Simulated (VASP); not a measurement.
# P (Fm-3m) in VASP: a series of runs, part 2 of 2

VASP 6.6.1. Earlier steps stand in the parts before.

### Step 3. Single point, PBE (13.83 Å³/atom)

This run uses another cell than the first one, of 13.83 Å³/atom.

Contents of INCAR:

```
SYSTEM = P
PREC = Accurate ; ENCUT = 520
EDIFF = 1E-6 ; ISMEAR = -1
SIGMA = 0.1 ; LREAL = .False.
LASPH = .True. ; NELM = 100
ALGO = Normal ; ISIF = 2
LWAVE = .False. ; LCHARG = .True.
GGA = PE ; LELF = .True.
LVHAR = .True. ; NBANDS = 8
```

Contents of KPOINTS:

```
Automatic mesh
0
Gamma
  18 18 18
  0 0 0
```

Contents of POSCAR:

```
P
1.0
    0.0000000000      1.9049616435      1.9049616435
    1.9049616435      0.0000000000      1.9049616435
    1.9049616435      1.9049616435      0.0000000000
P
1
Direct
    0.0000000000      0.0000000000      0.0000000000
```

Potentials or basis: VASP PAW PBE potentials, release 64 (P).

Command:

```console
> cat potpaw_PBE.64/P/POTCAR > POTCAR
> mpirun -np 1 vasp_std > vasp.out
```

OUTCAR:

```text
SYSTEM = P
   PREC = Accurate
   ENCUT = 520
   EDIFF = 1E-6
   ISMEAR = -1
   LREAL = .False.
   LASPH = .True.
   NELM = 100
   ISIF = 2
   GGA = PE

 ion  position               nearest neighbor table
   1  0.000  0.000  0.000-

  LATTYP: Found a face centered cubic cell.
 ALAT       =     3.8099232870

  Lattice vectors:

 A1 = (   0.0000000000,   1.9049616435,   1.9049616435)
 A2 = (   1.9049616435,   0.0000000000,   1.9049616435)
 A3 = (   1.9049616435,   1.9049616435,   0.0000000000)

Analysis of symmetry for initial positions (statically):
=====================================================================
 Subroutine PRICEL returns:
 Original cell was already a primitive cell.

 Routine SETGRP: Setting up the symmetry group for a
 face centered cubic supercell.

 Subroutine GETGRP returns: Found 48 space group operations
 (whereof 48 operations were pure point group operations)
 out of a pool of 48 trial point group operations.

The static configuration has the point symmetry O_h .

Analysis of symmetry for dynamics (positions and initial velocities):
=====================================================================
 Subroutine PRICEL returns:
 Original cell was already a primitive cell.

 Routine SETGRP: Setting up the symmetry group for a
 face centered cubic supercell.

 Subroutine GETGRP returns: Found 48 space group operations
 (whereof 48 operations were pure point group operations)
 out of a pool of 48 trial point group operations.

The dynamic configuration has the point symmetry O_h .

 Subroutine INISYM returns: Found 48 space group operations
 (whereof 48 operations are pure point group operations),
 and found     1 'primitive' translations

----------------------------------------------------------------------------------------

                                     Primitive cell
[... 108 lines left out ...]
     AMIX     =   0.40;   BMIX     =  1.00
     AMIX_MAG =   1.60;   BMIX_MAG =  1.00
  volume/ion in A,a.u.               =      13.83        93.30
  Fermi-wavevector in a.u.,A,eV,Ry     =   1.166367  2.204114 18.509532  1.360412
  Thomas-Fermi vector in A             =   2.302881
   LORBIT       =      0    0 simple, 1 ext, 2 COOP (PROOUT), +10 PAW based schemes
   GGA     = PE    functional components
   LHFCALC =     F    Hartree Fock is set to
   AEXX    =    0.0000 exact exchange contribution
   IVDW    =     0    specifies the selected vdW correction
   LEPSILON=     F    determine dielectric tensor
   LRPA    =     F    only Hartree local field effects (RPA)
 non-spin polarized calculation
  energy-cutoff  :      520.00
  volume of cell :       13.83
 maximum number of plane-waves:       388
   NGX =  9   NGY =  9   NGZ =  9

 number of electron       4.9999999 magnetization

 Free energy of the ion-electron system (eV)
  ---------------------------------------------------
  ext. energy  EPLUGINS =         0.00000000
  ---------------------------------------------------
  free energy    TOTEN  =        -4.51684535 eV

  energy without entropy =       -4.50152774  energy(sigma->0) =       -4.50918655

 E-fermi :  10.5506     XC(G=0): -11.7079

 val. band max:       10.5480430029   @ k =  -0.3889   0.3333   0.1667
 cond. band min:      10.5866566318   @ k =   0.4444   0.2778   0.0556
 fundamental gap:      0.0386136289
 Fermi energy:        10.5505822907

 k-point     1 :       0.0000    0.0000    0.0000
  band No.  band energies     occupation
      1      -6.3482      2.00000
      2      17.7888      0.00000
      3      17.7888      0.00000
      4      17.7888      0.00000
      5      22.0611      0.00000
      6      22.0611      0.00000
      7      22.0611      0.00000
      8      28.5639      0.00000
[... 243 lines left out ...]
 k-point    24 :      -0.2222    0.0556    0.0000
  band No.  band energies     occupation
      1      -4.5946      2.00000
      2      10.0723      1.98340
      3      15.1085      0.00000
      4      16.9235      0.00000
      5      22.3132      0.00000
      6      22.7879      0.00000
      7      23.4799      0.00000
      8      26.5922      0.00000

 [... further k-points ...]

------------------------ aborting loop because EDIFF is reached ----------------------------------------

  FORCE on cell =-STRESS in cart. coord.  units (eV):
  Direction    XX          YY          ZZ          XY          YZ          ZX
  --------------------------------------------------------------------------------------
  -------------------------------------------------------------------------------------
  Total        0.4344012      0.4344012      0.4344012      0.0000000      0.0000000      0.0000000
  in kB       50.3399665     50.3399665     50.3399665      0.0000000      0.0000000      0.0000000
  external PRESSURE =      50.3399665 kB  Pullay stress =       0.0000000 kB

 VOLUME and BASIS-vectors are now :
 -----------------------------------------------------------------------------
  energy-cutoff  :      520.00
  volume of cell :       13.83
      direct lattice vectors                 reciprocal lattice vectors
     0.000000000  1.904961644  1.904961644    -0.262472476  0.262472476  0.262472476
     1.904961644  0.000000000  1.904961644     0.262472476 -0.262472476  0.262472476
     1.904961644  1.904961644  0.000000000     0.262472476  0.262472476 -0.262472476

 POSITION                                       TOTAL-FORCE (eV/Angst)
 -----------------------------------------------------------------------------------
      0.00000      0.00000      0.00000         0.000000      0.000000      0.000000
 -----------------------------------------------------------------------------------
    total drift:                               -0.000000      0.000000      0.000000

  FREE ENERGIE OF THE ION-ELECTRON SYSTEM (eV)
  ---------------------------------------------------
  free  energy   TOTEN  =        -4.5168453548 eV

  energy  without entropy=       -4.5015277375  energy(sigma->0) =       -4.50918655
```

OSZICAR:

```text
N       E                     dE             d eps       ncg     rms          rms(c)
DAV:   1     0.585802398493E+00    0.58580E+00   -0.21507E+03  3288   0.455E+02
DAV:   2    -0.448777942925E+01   -0.50736E+01   -0.48542E+01  4832   0.477E+01
DAV:   3    -0.452570986479E+01   -0.37930E-01   -0.37878E-01  3360   0.455E+00
DAV:   4    -0.452575279083E+01   -0.42926E-04   -0.42926E-04  5368   0.170E-01
DAV:   5    -0.452575280113E+01   -0.10302E-07   -0.11417E-07  3424   0.147E-03    0.443E+00
DAV:   6    -0.451945271241E+01    0.63001E-02   -0.41215E-03  3456   0.337E-01    0.257E+00
DAV:   7    -0.451684871527E+01    0.26040E-02   -0.70736E-03  3408   0.446E-01    0.111E-01
DAV:   8    -0.451684533863E+01    0.33766E-05   -0.70083E-05  4656   0.585E-02    0.184E-02
DAV:   9    -0.451684535476E+01   -0.16133E-07   -0.53148E-07  3808   0.609E-03
   1 F= -.45168454E+01 E0= -.45091865E+01  d E =-.153176E-01
```

stdout:

```text
POSCAR found type information on POSCAR P
 POSCAR found :  1 types and       1 ions
 scaLAPACK will be used
 LDA part: xc-table for (Slater+PW92), standard interpolation
 POSCAR, INCAR and KPOINTS ok, starting setup
 FFT: planning ... GRIDC
 FFT: planning ... GRID_SOFT
 FFT: planning ... GRID
 WAVECAR not read
 entering main loop
```

Run time: 8 s. Hardware: 1 thread of AMD EPYC 9R45 (Zen 5), shared host; peak memory 0.1 GiB.

What came out:

| Quantity | Value |
| --- | --- |
| Free energy | -4.5168 eV |
| Pressure | 5.0 GPa |
| Band gap on the k mesh | zero (an odd number of electrons rules out a gap without spin polarisation) |

Caveat: the cell stands under pressure.

### Step 4. Single point, PBE (13.83 Å³/atom)

This run uses another cell than the first one, of 13.83 Å³/atom.

Contents of INCAR:

```
PREC     = Accurate       # precision mode
ENCUT    = 520            # plane-wave cutoff, eV
EDIFF    = 1E-6           # SCF threshold, eV
ISMEAR   = -1             # smearing method
SIGMA    = 0.1            # smearing width, eV
LREAL    = F              # projectors in reciprocal space
LASPH    = T              # aspherical terms in the spheres
NELM     = 100            # most SCF steps
ALGO     = Normal         # electronic algorithm
ISIF     = 2              # what is computed and relaxed
LWAVE    = F              # write WAVECAR
LCHARG   = F              # write CHGCAR
GGA      = PE             # functional
NBANDS   = 8              # bands
```

Contents of KPOINTS:

```
regular mesh
0
Gamma
  18 18 18
```

POSCAR is that of step 3.

Command:

```console
> cat potpaw_PBE.64/P/POTCAR > POTCAR
> mpirun -np 1 vasp_std > vasp.out
```

Wall time 7.5 s (1 thread of AMD EPYC 9R45 (Zen 5), shared host); peak memory 0.1 GiB.

Results (log left out):

- Free energy: -4.5168 eV
- Pressure: 5.0 GPa
- Band gap on the k mesh: zero (an odd number of electrons rules out a gap without spin polarisation)

Levels at points of the mesh, in eV from the Fermi level:
```csv
k point,band 1,band 2,band 3,band 4,band 5
"(0.00, 0.00, 0.00)",-16.90,7.24,7.24,7.24,11.51
"(0.50, 0.00, 0.00)",-10.71,-8.47,5.12,5.12,10.53
"(0.50, 0.50, 0.00)",-7.89,-7.07,0.71,0.71,4.18
```

Caveat: the cell stands under pressure.
